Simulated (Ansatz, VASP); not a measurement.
CuF: VASP beside Ansatz

INCAR

```
SYSTEM = CuF
  PREC = Accurate
  ENCUT = 820
  EDIFF = 1E-6
  ISMEAR = -1
  SIGMA = 0.02
  LREAL = .False.
  LASPH = .True.
  NELM = 120
  ALGO = Normal
  ISIF = 2
  LWAVE = .False.
  LCHARG = .False.
  GGA = PE
  NBANDS = 34
  GGA_COMPAT = .False.
```

KPOINTS

```
Automatic mesh
0
Gamma
  9 9 4
  0 0 0
```

The input POSCAR:

```
CuF
1.0
    2.8644951773      0.0000000000      0.0000000000
   -1.4322475886      2.4807255925      0.0000000000
    0.0000000000      0.0000000000      6.8077462040
Cu F
2 2
Direct
    0.3333333333      0.6666666667      0.0460751685
    0.6666666667      0.3333333333      0.5460751685
    0.3333333333      0.6666666667      0.3289248315
    0.6666666667      0.3333333333      0.8289248315
```

Input for Ansatz:

```yaml
crystal:
  lattice:
    - [2.8644951773, 0.0, 0.0]
    - [-1.4322475886, 2.4807255925, 0.0]
    - [0.0, 0.0, 6.807746204]
  atoms:
    - { symbol: Cu, position: [0.3333333333, 0.6666666667, 0.0460751685] }
    - { symbol: Cu, position: [0.6666666667, 0.3333333333, 0.5460751685] }
    - { symbol: F, position: [0.3333333333, 0.6666666667, 0.3289248315] }
    - { symbol: F, position: [0.6666666667, 0.3333333333, 0.8289248315] }
kpoints:
  mp_grid: { grid: [9, 9, 4] }
hamiltonian:
  xc: pbe
scf:
  occupations: { method: fermi_dirac, width: 0.02 }
  n_extra_bands: 5
output:
  forces: true
  stress: true
  eigenvalues: true
```

Alike in both runs: task single point; functional PBE; k mesh 9 × 9 × 4; occupations fermi-dirac, width 0.02 eV; no spin polarisation.

|  | VASP | Ansatz |
| --- | --- | --- |
| version | VASP 6.6.1 | Ansatz 0.2.0 |
| potentials or method | VASP PAW PBE potentials, release 64 (Cu_sv_GW, F) | plane waves, PAW |
| plane-wave cutoff (eV) | 820 | 420 |
| valence electrons in the cell | 52 | 52 |

|  | VASP | Ansatz | Ansatz less VASP |
| --- | --- | --- | --- |
| pressure (GPa) | -0.7 | 0.0 | +0.70 |
| traceless stress, the component that is largest in VASP (GPa) | 0.15 | 0.02 | -0.126 |
| rms of the force components (eV/Å) | 0.007 | 0.000 | -0.0073 |

Atom by atom the forces differ by 0.007 eV/Å (rms over components).
